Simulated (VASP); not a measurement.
# Ge (R-3) in VASP: a series of runs

The runs below take Ge through single point, relaxation of cell and atoms, with PBE.

All numbers are computed with VASP 6.6.1; they aren't measurements. Logs are shortened: lines on timing, memory, paths and dates and some standing lists are left out, and cuts for length are marked.

## Step 1: The cell of the first run

It takes space group R-3 (No. 148, trigonal). Conventional cell: a = 6.353 Å, b = 6.353 Å, c = 12.038 Å, α = 90.00°, β = 90.00°, γ = 120.00°. Ge (site symmetry 1) has 4 Ge at 2.37 to 2.42 Å within 3.1 Å. Within 3.2 Å of Ge (site symmetry -3) lie 6 Ge at 2.42 Å.

The cell was generated, and may not be a known phase.

## Step 2: Single point, PBE

INCAR reads:

```
SYSTEM = Ge
PREC     = Accurate       ! precision mode
ENCUT    = 520            ! plane-wave cutoff, eV
EDIFF    = 1E-6           ! SCF threshold, eV
ISMEAR   = 0              ! smearing method
SIGMA    = 0.1            ! smearing width, eV
LREAL    = .FALSE.        ! projectors in reciprocal space
LASPH    = .TRUE.         ! aspherical terms in the spheres
NELM     = 60             ! most SCF steps
ALGO     = Normal         ! electronic algorithm
ISIF     = 2              ! what is computed and relaxed
LWAVE    = .FALSE.        ! write WAVECAR
LCHARG   = .FALSE.        ! write CHGCAR
GGA      = PE             ! functional
NBANDS   = 58             ! bands
```

KPOINTS reads:

```
regular mesh
0
G
  3 3 3
  0 0 0
```

POSCAR reads:

```
Ge
1.0
    3.1765562000      1.8339855800      4.0125154700
   -3.1765562000      1.8339855800      4.0125154700
    0.0000000000     -3.6679711600      4.0125154700
Ge
7
Direct
    0.4157399000      0.1401304800      0.8131323700
    0.8131323700      0.4157399000      0.1401304800
    0.1401304800      0.8131323700      0.4157399000
    0.5842601000      0.8598695200      0.1868676300
    0.1868676300      0.5842601000      0.8598695200
    0.8598695200      0.1868676300      0.5842601000
    0.0000000000      0.0000000000      0.0000000000
```

Potentials or basis: VASP PAW PBE potentials, release 64 (Ge_d).

The run is started by

```
$ cat potpaw_PBE.64/Ge_d/POTCAR > POTCAR
$ mpirun -np 1 vasp_std > vasp.out
```

OUTCAR:

```text
SYSTEM = Ge
   PREC = Accurate
   ENCUT = 520
   EDIFF = 1E-6
   ISMEAR = 0
   LREAL = .FALSE.
   LASPH = .TRUE.
   NELM = 60
   ISIF = 2
   GGA = PE

 ion  position               nearest neighbor table
   1  0.416  0.140  0.813-   4 2.37   5 2.39   6 2.39   7 2.42
   2  0.813  0.416  0.140-   5 2.37   4 2.39   6 2.39   7 2.42
   3  0.140  0.813  0.416-   6 2.37   4 2.39   5 2.39   7 2.42
   4  0.584  0.860  0.187-   1 2.37   2 2.39   3 2.39   7 2.42
   5  0.187  0.584  0.860-   2 2.37   1 2.39   3 2.39   7 2.42
   6  0.860  0.187  0.584-   3 2.37   1 2.39   2 2.39   7 2.42
   7  0.000  0.000  0.000-   2 2.42   5 2.42   3 2.42   6 2.42   1 2.42   4 2.42

  LATTYP: Found a trigonal (rhomboedric) cell.
 ALAT       =     5.4363860080
 COS(alpha) =     0.3171544060

  Lattice vectors:

 A1 = (   3.1765562000,   1.8339855800,   4.0125154700)
 A2 = (  -3.1765562000,   1.8339855800,   4.0125154700)
 A3 = (   0.0000000000,  -3.6679711600,   4.0125154700)

Analysis of symmetry for initial positions (statically):
=====================================================================
 Subroutine PRICEL returns:
 Original cell was already a primitive cell.

 Routine SETGRP: Setting up the symmetry group for a
 trigonal (rhombohedral) supercell.

 Subroutine GETGRP returns: Found  6 space group operations
 (whereof  6 operations were pure point group operations)
 out of a pool of 12 trial point group operations.

The static configuration has the point symmetry S_6 .

Analysis of symmetry for dynamics (positions and initial velocities):
=====================================================================
 Subroutine PRICEL returns:
 Original cell was already a primitive cell.

 Routine SETGRP: Setting up the symmetry group for a
 trigonal (rhombohedral) supercell.

 Subroutine GETGRP returns: Found  6 space group operations
 (whereof  6 operations were pure point group operations)
 out of a pool of 12 trial point group operations.

The dynamic configuration has the point symmetry S_6 .

 Subroutine INISYM returns: Found  6 space group operations
 (whereof  6 operations are pure point group operations),
 and found     1 'primitive' translations

----------------------------------------------------------------------------------------

[... 84 lines left out ...]
   LREAL  =      F    real-space projection
   EDIFFG = 0.1E-04   stopping-criterion for IOM
   NSW    =      0    number of steps for IOM
   IBRION =     -1    ionic relax: 0-MD 1-quasi-New 2-CG
   NFREE  =      0    steps in history (QN), initial steepest desc. (CG)
   ISIF   =      2    stress and relaxation
   ISYM   =      2    0-nonsym 1-usesym 2-fastsym
   POTIM  = 0.5000    time-step for ionic-motion
   TEBEG  =    0.0;   TEEND  =   0.0 temperature during run
   PSTRESS=    0.0 pullay stress
   NELECT =      98.0000    total number of electrons
   NUPDOWN=      -1.0000    fix difference up-down
   EMIN   =  10.00;   EMAX   =-10.00  energy-range for DOS
   EFERMI =   0.00;   METHOD = LEGACY
   ISMEAR =     0;   SIGMA  =   0.10  broadening in eV -4-tet -1-fermi 0-gaus
   EFERMI_NEDOS =   21; number of points for ismear=-14 and -15
   IALGO  =     38    algorithm
   IMIX   =      4    mixing-type and parameters
     AMIX     =   0.40;   BMIX     =  1.00
     AMIX_MAG =   1.60;   BMIX_MAG =  1.00
  volume/ion in A,a.u.               =      20.04       135.21
  Fermi-wavevector in a.u.,A,eV,Ry     =   1.452703  2.745210 28.712985  2.110345
  Thomas-Fermi vector in A             =   2.570054
   LORBIT       =      0    0 simple, 1 ext, 2 COOP (PROOUT), +10 PAW based schemes
   GGA     = PE    functional components
   LHFCALC =     F    Hartree Fock is set to
   AEXX    =    0.0000 exact exchange contribution
   IVDW    =     0    specifies the selected vdW correction
   LEPSILON=     F    determine dielectric tensor
   LRPA    =     F    only Hartree local field effects (RPA)
 non-spin polarized calculation
 Gauss-broadening in eV      SIGMA  =   0.10
  energy-cutoff  :      520.00
  volume of cell :      140.26
 maximum number of plane-waves:      3813
   NGX = 21   NGY = 21   NGZ = 21

 number of electron      97.9999960 magnetization

 Free energy of the ion-electron system (eV)
  ---------------------------------------------------
  ext. energy  EPLUGINS =         0.00000000
  ---------------------------------------------------
  free energy    TOTEN  =       -26.89668046 eV

  energy without entropy =      -26.87631283  energy(sigma->0) =      -26.88649665

 E-fermi :   5.8811     XC(G=0): -10.5748

 val. band max:        5.6903890015   @ k =  -0.3333   0.3333   0.0000
 cond. band min:       5.9174429647   @ k =   0.3333   0.3333   0.0000
 fundamental gap:      0.2270539632
 Fermi energy:         5.8811441204

 k-point     1 :       0.0000    0.0000    0.0000
  band No.  band energies     occupation
      1     -19.3710      2.00000
      2     -19.3710      2.00000
      3     -19.2588      2.00000
      4     -19.2348      2.00000
      5     -19.2348      2.00000
      6     -18.9236      2.00000
[... 355 lines left out ...]
     57      10.8406      0.00000
     58      11.5659      0.00000

------------------------ aborting loop because EDIFF is reached ----------------------------------------

  FORCE on cell =-STRESS in cart. coord.  units (eV):
  Direction    XX          YY          ZZ          XY          YZ          ZX
  --------------------------------------------------------------------------------------
  -------------------------------------------------------------------------------------
  Total       17.8495773     17.8495774     12.8198642      0.0000010      0.0000000     -0.0000000
  in kB      203.9004049    203.9004055    146.4446728      0.0000111      0.0000000     -0.0000000
  external PRESSURE =     184.7484944 kB  Pullay stress =       0.0000000 kB

 VOLUME and BASIS-vectors are now :
 -----------------------------------------------------------------------------
  energy-cutoff  :      520.00
  volume of cell :      140.26
      direct lattice vectors                 reciprocal lattice vectors
     3.176556200  1.833985580  4.012515470     0.157403165  0.090876760  0.083073408
    -3.176556200  1.833985580  4.012515470    -0.157403165  0.090876760  0.083073408
     0.000000000 -3.667971160  4.012515470     0.000000000 -0.181753519  0.083073408

 POSITION                                       TOTAL-FORCE (eV/Angst)
 -----------------------------------------------------------------------------------
      0.87549     -1.96309      5.49314         0.388431      1.372467     -0.171163
      1.26234      1.73974      5.49314        -1.382807     -0.349842     -0.171163
     -2.13783      0.22335      5.49314         0.994376     -1.022625     -0.171163
     -0.87549      1.96309      6.54440        -0.388431     -1.372467      0.171163
     -1.26234     -1.73974      6.54440         1.382807      0.349842      0.171163
      2.13783     -0.22335      6.54440        -0.994376      1.022625      0.171163
      0.00000      0.00000      0.00000        -0.000000     -0.000000     -0.000000
 -----------------------------------------------------------------------------------
    total drift:                                0.000000      0.000000     -0.000000

  FREE ENERGIE OF THE ION-ELECTRON SYSTEM (eV)
  ---------------------------------------------------
  free  energy   TOTEN  =       -26.8966804568 eV

  energy  without entropy=      -26.8763128347  energy(sigma->0) =      -26.88649665
```

It took 32 s on 1 thread of AMD EPYC 9R45 (Zen 5), shared host; peak memory 0.21 GiB.

Results:

```yaml
Free_energy: -26.8967 eV
Pressure: 18.5 GPa
Largest_force: 1.437 eV/Å
Band_gap_on_the_k_mesh: zero (bands 49 and 50 overlap by 1.06 eV)
```

Forces in eV/Å, atoms in the order of the input:
```
Ge   0.388  1.372 -0.171
Ge  -1.383 -0.350 -0.171
Ge   0.994 -1.023 -0.171
Ge  -0.388 -1.372  0.171
Ge   1.383  0.350  0.171
Ge  -0.994  1.023  0.171
Ge   0.000  0.000  0.000
```

Caveat: the k points lie up to 0.42 Å⁻¹ apart, too coarse for converged energies and pressures of a metal; forces of over 1 eV/Å act on the atoms, so gaps and moduli don't describe the material at rest.

(Continued in part 2 of 2.)

The gap in the log of VASP goes by the Fermi energy; the results here count the filled bands.